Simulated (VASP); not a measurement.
# Hf4N (Im-3m) in VASP: a series of runs

Runs on Hf4N. Level: PBE. Tasks: single point, relaxation of cell and atoms.

Program: VASP 6.6.1. These are calculated values, not measurements. Logs are shortened: lines on timing, memory, paths and dates and some standing lists are left out, and cuts for length are marked.

### Step 1. The cell of the first run

The structure is cubic, space group Im-3m (No. 229). The conventional cell has a = 5.727 Å, b = 5.727 Å, c = 5.727 Å, α = 90.00°, β = 90.00°, γ = 90.00°. Within 3.3 Å of Hf (site symmetry -3m) lie 2 N at 2.48 Å and 6 Hf at 2.86 Å. Within 3.3 Å of N (site symmetry m-3m) lie 8 Hf at 2.48 Å.

### Step 2. Single point, PBE

Input file INCAR:

```
SYSTEM = Hf4N
  PREC = Accurate
  ENCUT = 520
  EDIFF = 1E-7
  ISMEAR = 0
  SIGMA = 0.1
  LREAL = .FALSE.
  LASPH = .TRUE.
  NELM = 60
  ALGO = Normal
  ISIF = 2
  LWAVE = .FALSE.
  LCHARG = .FALSE.
  GGA = PE
  NBANDS = 30
```

Input file KPOINTS:

```
regular mesh
0
G
  10 10 10
  0 0 0
```

Input file POSCAR:

```
Hf4N
1.0
   -2.8632745553      2.8632745553      2.8632745553
    2.8632745553     -2.8632745553      2.8632745553
    2.8632745553      2.8632745553     -2.8632745553
Hf N
4 1
Direct
    0.5000000000      0.5000000000      0.5000000000
    0.5000000000      0.0000000000      0.0000000000
    0.0000000000      0.0000000000      0.5000000000
    0.0000000000      0.5000000000      0.0000000000
    0.0000000000      0.0000000000      0.0000000000
```

Potentials or basis: VASP PAW PBE potentials, release 64 (Hf_pv, N).

Started as:

```sh
$ cat potpaw_PBE.64/Hf_pv/POTCAR potpaw_PBE.64/N/POTCAR > POTCAR
$ mpirun -np 1 vasp_std > vasp.out
```

OUTCAR:

```text
SYSTEM = Hf4N
   PREC = Accurate
   ENCUT = 520
   EDIFF = 1E-7
   ISMEAR = 0
   LREAL = .FALSE.
   LASPH = .TRUE.
   NELM = 60
   ISIF = 2
   GGA = PE

 ion  position               nearest neighbor table
   1  0.500  0.500  0.500-   5 2.48   5 2.48   4 2.86   2 2.86   2 2.86   4 2.86   3 2.86   3 2.86

   2  0.500  0.000  0.000-   5 2.48   5 2.48   4 2.86   1 2.86   1 2.86   3 2.86   3 2.86   4 2.86

   3  0.000  0.000  0.500-   5 2.48   5 2.48   4 2.86   1 2.86   2 2.86   4 2.86   2 2.86   1 2.86

   4  0.000  0.500  0.000-   5 2.48   5 2.48   3 2.86   1 2.86   2 2.86   3 2.86   1 2.86   2 2.86

   5  0.000  0.000  0.000-   1 2.48   2 2.48   3 2.48   4 2.48   3 2.48   4 2.48   2 2.48   1 2.48

  LATTYP: Found a body centered cubic cell.
 ALAT       =     5.7265491106

  Lattice vectors:

 A1 = (  -2.8632745553,   2.8632745553,   2.8632745553)
 A2 = (   2.8632745553,  -2.8632745553,   2.8632745553)
 A3 = (   2.8632745553,   2.8632745553,  -2.8632745553)

Analysis of symmetry for initial positions (statically):
=====================================================================
 Subroutine PRICEL returns:
 Original cell was already a primitive cell.

 Routine SETGRP: Setting up the symmetry group for a
 body centered cubic supercell.

 Subroutine GETGRP returns: Found 48 space group operations
 (whereof 48 operations were pure point group operations)
 out of a pool of 48 trial point group operations.

The static configuration has the point symmetry O_h .

Analysis of symmetry for dynamics (positions and initial velocities):
=====================================================================
 Subroutine PRICEL returns:
 Original cell was already a primitive cell.

 Routine SETGRP: Setting up the symmetry group for a
 body centered cubic supercell.

 Subroutine GETGRP returns: Found 48 space group operations
 (whereof 48 operations were pure point group operations)
 out of a pool of 48 trial point group operations.

The dynamic configuration has the point symmetry O_h .

 Subroutine INISYM returns: Found 48 space group operations
 (whereof 48 operations are pure point group operations),
 and found     1 'primitive' translations

----------------------------------------------------------------------------------------

                                     Primitive cell

  volume of cell :      93.8964

  direct lattice vectors                    reciprocal lattice vectors
    -2.863274555  2.863274555  2.863274555     0.000000000  0.174625238  0.174625238
     2.863274555 -2.863274555  2.863274555     0.174625238  0.000000000  0.174625238
     2.863274555  2.863274555 -2.863274555     0.174625238  0.174625238  0.000000000

  length of vectors
     4.959337006  4.959337006  4.959337006     0.246957380  0.246957380  0.246957380

  position of ions in fractional coordinates (direct lattice)
     0.500000000  0.500000000  0.500000000
     0.500000000  0.000000000  0.000000000
     0.000000000  0.000000000  0.500000000
     0.000000000  0.500000000  0.000000000
     0.000000000  0.000000000  0.000000000

  ion indices of the primitive-cell ions
   primitive index   ion index
                 1           1
                 2           2
                 3           3
                 4           4
                 5           5

----------------------------------------------------------------------------------------

 KPOINTS: regular mesh

Automatic generation of k-mesh.
 Grid dimensions read from file:
 generate k-points for:   10   10   10

 Generating k-lattice:

  Cartesian coordinates                     Fractional coordinates (reciprocal lattice)
     0.000000000  0.017462524  0.017462524     0.100000000  0.000000000  0.000000000
     0.017462524  0.000000000  0.017462524     0.000000000  0.100000000  0.000000000
     0.017462524  0.017462524  0.000000000     0.000000000  0.000000000  0.100000000

  Length of vectors
     0.024695738  0.024695738  0.024695738

  Shift w.r.t. Gamma in fractional coordinates (k-lattice)
     0.000000000  0.000000000  0.000000000

 Subroutine IBZKPT returns following result:
 ===========================================

 Found     47 irreducible k-points:

 Following reciprocal coordinates:
            Coordinates               Weight
  0.000000  0.000000  0.000000      1.000000
  0.100000  0.000000  0.000000     12.000000
  0.200000  0.000000  0.000000     12.000000
  0.300000  0.000000  0.000000     12.000000
  0.400000  0.000000  0.000000     12.000000
  0.500000  0.000000  0.000000      6.000000
[... 16 lines left out ...]
  0.300000  0.300000  0.100000      8.000000
 -0.300000  0.300000  0.100000     24.000000
 [... further k-points ...]
   k-points           NKPTS =     47   k-points in BZ     NKDIM =     47   number of bands    NBANDS=     30
   number of dos      NEDOS =    301   number of ions     NIONS =      5
   total plane-waves  NPLWV =  64000
   dimension x,y,z NGX =    40 NGY =   40 NGZ =   40
   dimension x,y,z NGXF=    80 NGYF=   80 NGZF=   80
   ions per type =               4   1
   NGX,Y,Z   is equivalent  to a cutoff of  13.41, 13.41, 13.41 a.u.
   NGXF,Y,Z  is equivalent  to a cutoff of  26.82, 26.82, 26.82 a.u.
 SYSTEM =  Hf4N
   PREC   = accura    normal or accurate (medium, high low for compatibility)
   ISTART =      0    job   : 0-new  1-cont  2-samecut
   ICHARG =      2    charge: 1-file 2-atom 10-const
   ISPIN  =      1    spin polarized calculation?
   LNONCOLLINEAR =      F non collinear calculations
   LSORBIT =      F    spin-orbit coupling
   LASPH  =      T    aspherical Exc in radial PAW
   ENCUT  =  520.0 eV  38.22 Ry    6.18 a.u.   9.22  9.22  9.22*2*pi/ulx,y,z
   NELM   =     60;   NELMIN=  2; NELMDL= -5     # of ELM steps
   EDIFF  = 0.1E-06   stopping-criterion for ELM
   LREAL  =      F    real-space projection
   EDIFFG = 0.1E-05   stopping-criterion for IOM
   NSW    =      0    number of steps for IOM
   IBRION =     -1    ionic relax: 0-MD 1-quasi-New 2-CG
   NFREE  =      0    steps in history (QN), initial steepest desc. (CG)
   ISIF   =      2    stress and relaxation
   ISYM   =      2    0-nonsym 1-usesym 2-fastsym
   POTIM  = 0.5000    time-step for ionic-motion
   TEBEG  =    0.0;   TEEND  =   0.0 temperature during run
   PSTRESS=    0.0 pullay stress
   NELECT =      45.0000    total number of electrons
   NUPDOWN=      -1.0000    fix difference up-down
   EMIN   =  10.00;   EMAX   =-10.00  energy-range for DOS
   EFERMI =   0.00;   METHOD = LEGACY
   ISMEAR =     0;   SIGMA  =   0.10  broadening in eV -4-tet -1-fermi 0-gaus
   EFERMI_NEDOS =   21; number of points for ismear=-14 and -15
   IALGO  =     38    algorithm
   IMIX   =      4    mixing-type and parameters
     AMIX     =   0.40;   BMIX     =  1.00
     AMIX_MAG =   1.60;   BMIX_MAG =  1.00
  volume/ion in A,a.u.               =      18.78       126.73
  Fermi-wavevector in a.u.,A,eV,Ry     =   1.281138  2.421000 22.331451  1.641315
  Thomas-Fermi vector in A             =   2.413526
   LORBIT       =      0    0 simple, 1 ext, 2 COOP (PROOUT), +10 PAW based schemes
   GGA     = PE    functional components
   LHFCALC =     F    Hartree Fock is set to
   AEXX    =    0.0000 exact exchange contribution
   IVDW    =     0    specifies the selected vdW correction
   LEPSILON=     F    determine dielectric tensor
   LRPA    =     F    only Hartree local field effects (RPA)
 non-spin polarized calculation
 Gauss-broadening in eV      SIGMA  =   0.10
  energy-cutoff  :      520.00
  volume of cell :       93.90
 maximum number of plane-waves:      2552
 NGX is ok and might be reduce to    40
   NGX = 19   NGY = 19   NGZ = 19

 number of electron      45.0000006 magnetization

 Free energy of the ion-electron system (eV)
  ---------------------------------------------------
  ext. energy  EPLUGINS =         0.00000000
  ---------------------------------------------------
  free energy    TOTEN  =       -46.79728573 eV

  energy without entropy =      -46.77678364  energy(sigma->0) =      -46.78703468

 E-fermi :   5.0237     XC(G=0): -11.4030

 val. band max:        5.0198104223   @ k =   0.2000   0.2000   0.2000
 cond. band min:       5.0260379406   @ k =   0.4000   0.0000   0.0000
 fundamental gap:      0.0062275183
 Fermi energy:         5.0236806840

 k-point     1 :       0.0000    0.0000    0.0000
  band No.  band energies     occupation
      1     -25.9867      2.00000
      2     -25.9867      2.00000
      3     -25.9867      2.00000
      4     -25.8429      2.00000
      5     -25.8429      2.00000
      6     -25.8429      2.00000
[... 22 lines left out ...]
     29       8.8398      0.00000
     30       8.8398      0.00000

 k-point     2 :       0.1000    0.0000    0.0000
  band No.  band energies     occupation
      1     -25.9800      2.00000
      2     -25.9771      2.00000
      3     -25.9590      2.00000
      4     -25.8334      2.00000
      5     -25.8316      2.00000
      6     -25.8161      2.00000
[... 22 lines left out ...]
     29       8.6014      0.00000
     30       8.7683      0.00000

 k-point     3 :       0.2000    0.0000    0.0000
  band No.  band energies     occupation
      1     -25.9661      2.00000
      2     -25.9578      2.00000
      3     -25.8787      2.00000
      4     -25.7994      2.00000
      5     -25.7903      2.00000
      6     -25.7384      2.00000
[... 22 lines left out ...]
     29       8.6180      0.00000
     30       8.8743      0.00000

 k-point     4 :       0.3000    0.0000    0.0000
  band No.  band energies     occupation
      1     -25.9554      2.00000
      2     -25.9439      2.00000
      3     -25.7534      2.00000
      4     -25.7313      2.00000
      5     -25.7090      2.00000
      6     -25.6167      2.00000
[... 22 lines left out ...]
     29       8.4210      0.00000
     30       8.7627      0.00000

 k-point     5 :       0.4000    0.0000    0.0000
  band No.  band energies     occupation
      1     -25.9506      2.00000
      2     -25.9376      2.00000
      3     -25.6316      2.00000
      4     -25.5955      2.00000
      5     -25.5954      2.00000
      6     -25.4625      2.00000
[... 22 lines left out ...]
     29       7.7830      0.00000
     30       8.1823      0.00000
[... 526 lines left out ...]
     29       7.4111      0.00000
     30       7.7918      0.00000

 k-point    22 :      -0.2000    0.2000    0.1000
  band No.  band energies     occupation
      1     -26.0167      2.00000
      2     -25.9143      2.00000
      3     -25.8885      2.00000
      4     -25.8604      2.00000
      5     -25.6918      2.00000
      6     -25.6825      2.00000
[... 22 lines left out ...]
     29       8.4304      0.00000
     30       9.0344      0.00000

 k-point    23 :       0.3000    0.3000    0.1000
  band No.  band energies     occupation
      1     -25.7600      2.00000
      2     -25.5952      2.00000
      3     -25.5527      2.00000
      4     -25.5527      2.00000
      5     -25.5411      2.00000
      6     -25.5411      2.00000
[... 22 lines left out ...]
     29       7.9942      0.00000
     30       8.1496      0.00000

 k-point    24 :      -0.3000    0.3000    0.1000
  band No.  band energies     occupation
      1     -26.0141      2.00000
      2     -25.8971      2.00000
      3     -25.8335      2.00000
      4     -25.7930      2.00000
      5     -25.5724      2.00000
      6     -25.5412      2.00000
[... 22 lines left out ...]
     29       8.0972      0.00000
     30       8.6170      0.00000

 [... further k-points ...]

------------------------ aborting loop because EDIFF is reached ----------------------------------------

  FORCE on cell =-STRESS in cart. coord.  units (eV):
  Direction    XX          YY          ZZ          XY          YZ          ZX
  --------------------------------------------------------------------------------------
  -------------------------------------------------------------------------------------
  Total       -0.4639153     -0.4639153     -0.4639153      0.0000000     -0.0000000     -0.0000000
  in kB       -7.9159002     -7.9159002     -7.9159002      0.0000000     -0.0000000     -0.0000000
  external PRESSURE =      -7.9159002 kB  Pullay stress =       0.0000000 kB

 VOLUME and BASIS-vectors are now :
 -----------------------------------------------------------------------------
  energy-cutoff  :      520.00
  volume of cell :       93.90
      direct lattice vectors                 reciprocal lattice vectors
    -2.863274555  2.863274555  2.863274555     0.000000000  0.174625238  0.174625238
     2.863274555 -2.863274555  2.863274555     0.174625238  0.000000000  0.174625238
     2.863274555  2.863274555 -2.863274555     0.174625238  0.174625238  0.000000000

 POSITION                                       TOTAL-FORCE (eV/Angst)
 -----------------------------------------------------------------------------------
      1.43164      1.43164      1.43164        -0.000000      0.000000     -0.000000
     -1.43164      1.43164      1.43164        -0.000000      0.000000     -0.000000
      1.43164      1.43164     -1.43164         0.000000     -0.000000      0.000000
      1.43164     -1.43164      1.43164         0.000000     -0.000000      0.000000
      0.00000      0.00000      0.00000         0.000000      0.000000     -0.000000
 -----------------------------------------------------------------------------------
    total drift:                                0.000000     -0.000000      0.000000

  FREE ENERGIE OF THE ION-ELECTRON SYSTEM (eV)
  ---------------------------------------------------
  free  energy   TOTEN  =       -46.7972857327 eV

  energy  without entropy=      -46.7767836358  energy(sigma->0) =      -46.78703468
```

It took 86 s on 1 thread of Intel Xeon 6975P-C (Granite Rapids), shared host; peak memory 0.3 GiB.

Results:

```yaml
Free_energy: -46.7973 eV
Pressure: -0.8 GPa
```

Caveat: spin-orbit coupling is left out, which moves the levels of the heavy elements.

[end of part 1 of 2]
